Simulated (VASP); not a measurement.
# CdSe (F-43m) in VASP: single point with HSE06

Aim: the single point of CdSe with HSE06.

Program: VASP 6.6.1. These are calculated values, not measurements. Logs are shortened: lines on timing, memory, paths and dates and some standing lists are left out, and cuts for length are marked.

### Step 1. The cell of the first run

Symmetry: F-43m, No. 216, cubic system. Conventional cell: a = 6.258 Å, b = 6.258 Å, c = 6.258 Å, α = 90.00°, β = 90.00°, γ = 90.00°. Cd (site symmetry -43m) has 4 Se at 2.71 Å within 3.6 Å. Within 3.6 Å of Se (site symmetry -43m) lie 4 Cd at 2.71 Å.

### Step 2. Single point, HSE06 (strain +2.0%)

POSCAR

```
CdSe
1.0
    0.0000000000      3.1291365847      3.1291365847
    3.1291365847      0.0000000000      3.1291365847
    3.1291365847      3.1291365847      0.0000000000
Cd Se
1 1
Direct
    0.0000000000      0.0000000000      0.0000000000
    0.2500000000      0.2500000000      0.2500000000
```

INCAR.step1

```
ALGO     = Normal         # electronic algorithm
EDIFF    = 1E-5           # SCF threshold, eV
ENCUT    = 520            # plane-wave cutoff, eV
GGA      = PE             # functional
ISIF     = 2              # what is computed and relaxed
ISMEAR   = 0              # smearing method
LASPH    = T              # aspherical terms in the spheres
LCHARG   = F              # write CHGCAR
LREAL    = F              # projectors in reciprocal space
LWAVE    = T              # write WAVECAR
NBANDS   = 16             # bands
NELM     = 80             # most SCF steps
PREC     = Accurate       # precision mode
SIGMA    = 0.01           # smearing width, eV
```

INCAR.step2

```
ALGO     = Normal         # electronic algorithm
EDIFF    = 1E-7           # SCF threshold, eV
ENCUT    = 520            # plane-wave cutoff, eV
GGA      = PE             # functional
HFSCREEN = 0.2079         # screening, 1/A
ISIF     = 2              # what is computed and relaxed
ISMEAR   = 0              # smearing method
ISTART   = 1            
LASPH    = T              # aspherical terms in the spheres
LCHARG   = F              # write CHGCAR
LHFCALC  = T              # exact exchange
LREAL    = F              # projectors in reciprocal space
LWAVE    = F              # write WAVECAR
NBANDS   = 16             # bands
NELM     = 80             # most SCF steps
PREC     = Accurate       # precision mode
PRECFOCK = Normal       
SIGMA    = 0.01           # smearing width, eV
```

KPOINTS

```
k-points
0
Gamma
  6 6 6
```

Potentials or basis: VASP PAW PBE potentials, release 64 (Cd, Se).

On the command line:

```sh
$ cat potpaw_PBE.64/Cd/POTCAR potpaw_PBE.64/Se/POTCAR > POTCAR
$ cp INCAR.step1 INCAR
$ mpirun -np 1 vasp_std > vasp.out
$ cp INCAR.step2 INCAR
$ mpirun -np 1 vasp_std > vasp.out
```

OUTCAR:

```text
EDIFF = 1E-7
   ENCUT = 520
   GGA = PE
   HFSCREEN = 0.2079
   ISIF = 2
   ISMEAR = 0
   ISTART = 1
   LASPH = T
   LHFCALC = T
   LREAL = F
   NELM = 80
   PREC = Accurate
   PRECFOCK = Normal

 ion  position               nearest neighbor table
   1  0.000  0.000  0.000-   2 2.71   2 2.71   2 2.71   2 2.71
   2  0.250  0.250  0.250-   1 2.71   1 2.71   1 2.71   1 2.71

  LATTYP: Found a face centered cubic cell.
 ALAT       =     6.2582731694

  Lattice vectors:

 A1 = (   0.0000000000,   3.1291365847,   3.1291365847)
 A2 = (   3.1291365847,   0.0000000000,   3.1291365847)
 A3 = (   3.1291365847,   3.1291365847,   0.0000000000)

Analysis of symmetry for initial positions (statically):
=====================================================================
 Subroutine PRICEL returns:
 Original cell was already a primitive cell.

 Routine SETGRP: Setting up the symmetry group for a
 face centered cubic supercell.

 Subroutine GETGRP returns: Found 24 space group operations
 (whereof 24 operations were pure point group operations)
 out of a pool of 48 trial point group operations.

The static configuration has the point symmetry T_d .

Analysis of symmetry for dynamics (positions and initial velocities):
=====================================================================
 Subroutine PRICEL returns:
 Original cell was already a primitive cell.

 Routine SETGRP: Setting up the symmetry group for a
 face centered cubic supercell.

 Subroutine GETGRP returns: Found 24 space group operations
 (whereof 24 operations were pure point group operations)
 out of a pool of 48 trial point group operations.

The dynamic configuration has the point symmetry T_d .

 Subroutine INISYM returns: Found 24 space group operations
 (whereof 24 operations are pure point group operations),
 and found     1 'primitive' translations

----------------------------------------------------------------------------------------

                                     Primitive cell

  volume of cell :      61.2779

  direct lattice vectors                    reciprocal lattice vectors
     0.000000000  3.129136585  3.129136585    -0.159788487  0.159788487  0.159788487
     3.129136585  0.000000000  3.129136585     0.159788487 -0.159788487  0.159788487
     3.129136585  3.129136585  0.000000000     0.159788487  0.159788487 -0.159788487

  length of vectors
     4.425267397  4.425267397  4.425267397     0.276761778  0.276761778  0.276761778

  position of ions in fractional coordinates (direct lattice)
     0.000000000  0.000000000  0.000000000
     0.250000000  0.250000000  0.250000000

  ion indices of the primitive-cell ions
   primitive index   ion index
                 1           1
                 2           2

----------------------------------------------------------------------------------------

 KPOINTS: k-points

Automatic generation of k-mesh.
 Grid dimensions read from file:
 generate k-points for:    6    6    6

 Generating k-lattice:

  Cartesian coordinates                     Fractional coordinates (reciprocal lattice)
    -0.026631414  0.026631414  0.026631414     0.166666667  0.000000000  0.000000000
     0.026631414 -0.026631414  0.026631414     0.000000000  0.166666667  0.000000000
     0.026631414  0.026631414 -0.026631414     0.000000000  0.000000000  0.166666667

  Length of vectors
     0.046126963  0.046126963  0.046126963

  Shift w.r.t. Gamma in fractional coordinates (k-lattice)
     0.000000000  0.000000000  0.000000000

 Subroutine IBZKPT returns following result:
 ===========================================

 Found     16 irreducible k-points:

 Following reciprocal coordinates:
            Coordinates               Weight
  0.000000  0.000000  0.000000      1.000000
  0.166667  0.000000  0.000000      8.000000
  0.333333  0.000000  0.000000      8.000000
  0.500000  0.000000  0.000000      4.000000
  0.166667  0.166667  0.000000      6.000000
  0.333333  0.166667  0.000000     24.000000
[... 8 lines left out ...]
 -0.333333  0.333333  0.166667     24.000000
 -0.333333  0.500000  0.166667     12.000000
   k-points           NKPTS =     16   k-points in BZ     NKDIM =    216   number of bands    NBANDS=     16
   number of dos      NEDOS =    301   number of ions     NIONS =      2
   total plane-waves  NPLWV =  46656
   dimension x,y,z NGX =    36 NGY =   36 NGZ =   36
   dimension x,y,z NGXF=    72 NGYF=   72 NGZF=   72
   ions per type =               1   1
   NGX,Y,Z   is equivalent  to a cutoff of  13.52, 13.52, 13.52 a.u.
   NGXF,Y,Z  is equivalent  to a cutoff of  27.05, 27.05, 27.05 a.u.
 SYSTEM =  unknown system
   PREC   = accura    normal or accurate (medium, high low for compatibility)
   ISTART =      1    job   : 0-new  1-cont  2-samecut
   ICHARG =      0    charge: 1-file 2-atom 10-const
   ISPIN  =      1    spin polarized calculation?
   LNONCOLLINEAR =      F non collinear calculations
   LSORBIT =      F    spin-orbit coupling
   LASPH  =      T    aspherical Exc in radial PAW
   ENCUT  =  520.0 eV  38.22 Ry    6.18 a.u.   8.23  8.23  8.23*2*pi/ulx,y,z
   NELM   =     80;   NELMIN=  2; NELMDL=  0     # of ELM steps
   EDIFF  = 0.1E-06   stopping-criterion for ELM
   LREAL  =      F    real-space projection
   EDIFFG = 0.1E-05   stopping-criterion for IOM
   NSW    =      0    number of steps for IOM
   IBRION =     -1    ionic relax: 0-MD 1-quasi-New 2-CG
   NFREE  =      0    steps in history (QN), initial steepest desc. (CG)
   ISIF   =      2    stress and relaxation
   ISYM   =      3    0-nonsym 1-usesym 2-fastsym
   POTIM  = 0.5000    time-step for ionic-motion
   TEBEG  =    0.0;   TEEND  =   0.0 temperature during run
   PSTRESS=    0.0 pullay stress
   NELECT =      18.0000    total number of electrons
   NUPDOWN=      -1.0000    fix difference up-down
   EMIN   =  10.00;   EMAX   =-10.00  energy-range for DOS
   EFERMI =   0.00;   METHOD = LEGACY
   ISMEAR =     0;   SIGMA  =   0.01  broadening in eV -4-tet -1-fermi 0-gaus
   EFERMI_NEDOS =   21; number of points for ismear=-14 and -15
   IALGO  =     38    algorithm
   IMIX   =      1    mixing-type and parameters
     AMIX     =   0.40;   BMIX     =  1.00
     AMIX_MAG =   1.60;   BMIX_MAG =  1.00
  volume/ion in A,a.u.               =      30.64       206.76
  Fermi-wavevector in a.u.,A,eV,Ry     =   1.088256  2.056506 16.113401  1.184302
  Thomas-Fermi vector in A             =   2.224434
   LORBIT       =      0    0 simple, 1 ext, 2 COOP (PROOUT), +10 PAW based schemes
   GGA     = PE    functional components
   LHFCALC =     T    Hartree Fock is set to
   PRECFOCK=normal    Normal, Fast or Accurate (Low or Medium for compatibility)
   ENCUT4O =  -1.0   cutoff for four orbital integrals eV
   NKREDX  =     1    reduce k-point grid by
   NKREDY  =     1    reduce k-point grid by
   NKREDZ  =     1    reduce k-point grid by
   AEXX    =    0.2500 exact exchange contribution
   HFSCREEN=    0.2079 screening length (either q_TF or 0.3 A-1)
   HFSCREENC=   0.2079 screening length for correlation (either q_TF or 0.3 A-1)
   ENCUTFOCK=  -1.0 apply spherical cutoff to Coloumb kernel
   IVDW    =     0    specifies the selected vdW correction
   LEPSILON=     F    determine dielectric tensor
   LRPA    =     F    only Hartree local field effects (RPA)
 non-spin polarized calculation
 Gauss-broadening in eV      SIGMA  =   0.01
  energy-cutoff  :      520.00
  volume of cell :       61.28
 maximum number of plane-waves:      1676
 NGX is ok and might be reduce to    36
  NGX = 28; NGY = 28; NGZ = 28

 number of electron      18.0000002 magnetization

 Free energy of the ion-electron system (eV)
  ---------------------------------------------------
  ext. energy  EPLUGINS =         0.00000000
  ---------------------------------------------------
  free energy    TOTEN  =        -6.82403517 eV

  energy without entropy =       -6.82403517  energy(sigma->0) =       -6.82403517

 E-fermi :  -0.1629     XC(G=0):  -7.0891

 val. band max:       -0.2820307125   @ k =   0.0000   0.0000   0.0000
 cond. band min:       1.0536048113   @ k =   0.0000   0.0000   0.0000
 fundamental gap:      1.3356355238
 Fermi energy:        -0.1629371218

 k-point     1 :       0.0000    0.0000    0.0000
  band No.  band energies     occupation
      1     -13.5138      2.00000
      2      -9.2015      2.00000
      3      -9.2015      2.00000
      4      -9.2015      2.00000
      5      -8.9106      2.00000
      6      -8.9106      2.00000
[... 8 lines left out ...]
     15      11.7345      0.00000
     16      11.7345      0.00000

 k-point     2 :       0.1667    0.0000    0.0000
  band No.  band energies     occupation
      1     -13.4317      2.00000
      2      -9.1794      2.00000
      3      -9.1794      2.00000
      4      -9.1133      2.00000
      5      -8.9112      2.00000
      6      -8.9112      2.00000
[... 8 lines left out ...]
     15      10.7701      0.00000
     16      11.1037      0.00000

 k-point     3 :       0.3333    0.0000    0.0000
  band No.  band energies     occupation
      1     -13.2672      2.00000
      2      -9.1422      2.00000
      3      -9.1422      2.00000
      4      -8.9040      2.00000
      5      -8.9040      2.00000
      6      -8.8482      2.00000
[... 8 lines left out ...]
     15      11.2006      0.00000
     16      11.2006      0.00000

 k-point     4 :       0.5000    0.0000    0.0000
  band No.  band energies     occupation
      1     -13.1855      2.00000
      2      -9.1282      2.00000
      3      -9.1282      2.00000
      4      -8.8949      2.00000
      5      -8.8949      2.00000
      6      -8.6411      2.00000
[... 8 lines left out ...]
     15      12.7919      0.00000
     16      12.7919      0.00000
[... 172 lines left out ...]
 k-point    14 :       0.5000    0.3333    0.1667
  band No.  band energies     occupation
      1     -13.1620      2.00000
      2      -9.0901      2.00000
      3      -9.0793      2.00000
      4      -8.9547      2.00000
      5      -8.8913      2.00000
      6      -8.6692      2.00000
[... 8 lines left out ...]
     15      12.6785      0.00000
     16      13.7286      0.00000

 k-point    15 :      -0.3333    0.3333    0.1667
  band No.  band energies     occupation
      1     -13.1097      2.00000
      2      -9.0821      2.00000
      3      -9.0616      2.00000
      4      -8.9344      2.00000
      5      -8.9015      2.00000
      6      -8.5245      2.00000
[... 8 lines left out ...]
     15      12.4610      0.00000
     16      13.6228      0.00000

 k-point    16 :      -0.3333    0.5000    0.1667
  band No.  band energies     occupation
      1     -13.0841      2.00000
      2      -9.0484      2.00000
      3      -9.0454      2.00000
      4      -8.9592      2.00000
      5      -8.8897      2.00000
      6      -8.5001      2.00000
[... 8 lines left out ...]
     15      13.3731      0.00000
     16      13.5884      0.00000

------------------------ aborting loop because EDIFF is reached ----------------------------------------

  FORCE on cell =-STRESS in cart. coord.  units (eV):
  Direction    XX          YY          ZZ          XY          YZ          ZX
  --------------------------------------------------------------------------------------
  -------------------------------------------------------------------------------------
  Total       -0.8888304     -0.8888304     -0.8888304      0.0000000      0.0000000      0.0000000
  in kB      -23.2394542    -23.2394542    -23.2394542      0.0000000      0.0000000      0.0000000
  external PRESSURE =     -23.2394542 kB  Pullay stress =       0.0000000 kB

 VOLUME and BASIS-vectors are now :
 -----------------------------------------------------------------------------
  energy-cutoff  :      520.00
  volume of cell :       61.28
      direct lattice vectors                 reciprocal lattice vectors
     0.000000000  3.129136585  3.129136585    -0.159788487  0.159788487  0.159788487
     3.129136585  0.000000000  3.129136585     0.159788487 -0.159788487  0.159788487
     3.129136585  3.129136585  0.000000000     0.159788487  0.159788487 -0.159788487

 POSITION                                       TOTAL-FORCE (eV/Angst)
 -----------------------------------------------------------------------------------
      0.00000      0.00000      0.00000         0.000000      0.000000      0.000000
      1.56457      1.56457      1.56457        -0.000000     -0.000000     -0.000000
 -----------------------------------------------------------------------------------
    total drift:                                0.000014      0.000017      0.000011

  FREE ENERGIE OF THE ION-ELECTRON SYSTEM (eV)
  ---------------------------------------------------
  free  energy   TOTEN  =        -6.8240351727 eV

  energy  without entropy=       -6.8240351727  energy(sigma->0) =       -6.82403517
```

It took 57 min on 1 thread of Intel Xeon Platinum 8559C (Emerald Rapids), shared host; peak memory 0.35 GiB.

What came out:

```yaml
Free_energy: -6.8240 eV
Pressure: -2.3 GPa
Band_gap_on_the_k_mesh: 1.34 eV
```

Caveat: the cell differs from its parent crystal (strain +2.0%); the structure was generated, so it needn't be the stable form of CdSe; the PAW data sets were made with another functional, which shifts forces and pressure a little.
